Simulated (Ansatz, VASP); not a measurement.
**HgS2 in VASP and in Ansatz**

The input INCAR:

```
SYSTEM = HgS2
  PREC = Accurate
  ENCUT = 520
  EDIFF = 1E-6
  ISMEAR = 0
  SIGMA = 0.1
  LREAL = .False.
  LASPH = .True.
  NELM = 60
  ALGO = Normal
  ISIF = 2
  LWAVE = .False.
  LCHARG = .False.
  GGA = PE
  NBANDS = 19
```

KPOINTS

```
Automatic mesh
0
Gamma
  6 6 4
  0 0 0
```

POSCAR

```
HgS2
1.0
    3.3968977994     -1.9607027315      0.0000000000
    3.3968977994      1.9607027315      0.0000000000
   -2.2397759244      0.0000000000      6.3059505191
Hg S
1 2
Direct
    0.0000000000      0.0000000000      0.0000000000
    0.7380000000      0.7380000000      0.2310000000
    0.2620000000      0.2620000000      0.7690000000
```

Input for Ansatz:

```yaml
crystal:
  lattice:
    - [3.3968977994, -1.9607027315, 0.0]
    - [3.3968977994, 1.9607027315, 0.0]
    - [-2.2397759244, 0.0, 6.3059505191]
  atoms:
    - { symbol: Hg, position: [0.0, 0.0, 0.0] }
    - { symbol: S, position: [0.738, 0.738, 0.231] }
    - { symbol: S, position: [0.262, 0.262, 0.769] }
basis:
  ecutwfc: 420
kpoints:
  mp_grid: { grid: [6, 6, 4] }
hamiltonian:
  xc: pbe
scf:
  occupations: { method: gaussian, width: 0.1 }
  lower_state_search: "off"
output:
  forces: true
  stress: true
  eigenvalues: true
```

Alike in both runs: task single point; functional PBE; k mesh 6 × 6 × 4; occupations gaussian, width 0.1 eV; no spin polarisation.

|  | VASP | Ansatz |
| --- | --- | --- |
| version | VASP 6.6.1 | Ansatz 0.2.0 |
| potentials or method | VASP PAW PBE potentials, release 64 (Hg, S), cutoff 520 eV | scalar-relativistic, plane waves, PAW |
| valence electrons in the cell | 24 | 32 |

|  | VASP | Ansatz | Ansatz less VASP |
| --- | --- | --- | --- |
| gap on the k mesh at the Fermi level (eV) | none | none | - |
| pressure (GPa) | -3.9 | -4.1 | -0.24 |
| traceless stress, the component that is largest in VASP (GPa) | -0.48 | -0.51 | -0.037 |
| rms of the force components (eV/Å) | 0.132 | 0.153 | +0.0209 |

Atom by atom the forces differ by 0.021 eV/Å (rms over components). A gap of «none» marks a metal or a gap that the smearing closes. With one functional, cell and mesh, what is left measures potentials, basis and numerics. VASP's potentials hold 24 valence electrons a cell and Ansatz's 32, so a difference there can come from the potentials and not from the codes.

Neither program's run includes spin-orbit coupling.
